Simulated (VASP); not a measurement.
Runs of VASP 6.6.1 on Pr3B. The structure is that of space group Fm-3m (No. 225), or close to it. The cells are those of the table. The cell was built from a structure type or drawn by symmetry, and may not be a known phase.

```tsv
task	cell	k mesh	gap on the mesh (eV)	pressure (GPa)	relaxed volume (Å³/atom)
single point	a = 5.260 Å, angles 60.0°, 4 atoms	4 × 4 × 4	none	(a)	-
single point	a = 5.016 Å, angles 60.0°, 4 atoms	4 × 4 × 4	none	8.1	-
relaxation of cell and atoms	relaxed from a = 5.016 Å, angles 60.0°, 4 atoms	4 × 4 × 4	none	0.0	25.56
relaxation of cell and atoms	relaxed from a = 5.260 Å, angles 60.0°, 4 atoms	12 × 12 × 12	none	0.0	(b)
single point	a = 5.260 Å, angles 60.0°, 4 atoms	12 × 12 × 12	none	-0.1	-
```

Alike in all rows: level PBE; potentials or basis VASP PAW PBE potentials, release 64 (Pr_3, B), 4f in core; no spin polarisation; cutoff (eV) 500; smearing gaussian 0.1 eV.

Q: Estimate the missing entries.

A: (a) -0.3; (b) 25.69.

Caveats: some runs use coarse meshes; spin-orbit coupling is left out, which moves the levels of the heavy elements; the 4f electrons are frozen in the core, so they carry no moment and show no levels.

A k mesh can miss the band edges, and the runs leave out spin-orbit coupling on Pr.

A gap of «none» marks levels without a gap at the run's occupations.
